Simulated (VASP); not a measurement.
A run of VASP 6.6.1 is set up as follows.

The input INCAR:

```
AGGAC = 1.0 ; AGGAX = 1.0
ALDAC = 0.0 ; ALDAX = 1.0
ALGO = Normal ; EDIFF = 1E-7
ENCUT = 520 ; GGA = B5
ISIF = 2 ; ISMEAR = -1
LASPH = T ; LCHARG = F
LREAL = F ; LWAVE = F
NBANDS = 16 ; NELM = 60
PREC = Accurate ; SIGMA = 0.05
```

Contents of KPOINTS:

```
k-points
0
Gamma
  12 12 6
```

The input POSCAR:

```
BN
1.0
    2.5539396017      0.0000000000      0.0000000000
   -1.2769698009      2.2117765748      0.0000000000
    0.0000000000      0.0000000000      4.2268550000
N B
2 2
Direct
    0.3333333333      0.6666666667      0.1252760000
    0.6666666667      0.3333333333      0.6252760000
    0.3333333333      0.6666666667      0.4997240000
    0.6666666667      0.3333333333      0.9997240000
```

Potentials or basis: VASP PAW PBE potentials, release 64 (N, B).

Command:

```console
$ cat potpaw_PBE.64/N/POTCAR potpaw_PBE.64/B/POTCAR > POTCAR
$ mpirun -np 1 vasp_std > vasp.out
```

**Question.** Estimate the largest force.

**Answer.** 0.028 eV/Å.

**Question.** Predict the pressure.

**Answer.** 6.8 GPa.

**Question.** Estimate the band gap on the k mesh.

**Answer.** 5.59 eV, indirect (least direct gap 8.41 eV).

Forces in eV/Å, atoms in the order of the input:
```
N    0.000  0.000 -0.028
N    0.000  0.000 -0.028
B    0.000  0.000  0.028
B    0.000  0.000  0.028
```

Caveat: the PAW data sets were made with another functional, which shifts forces and pressure a little. A k mesh can miss the band edges.
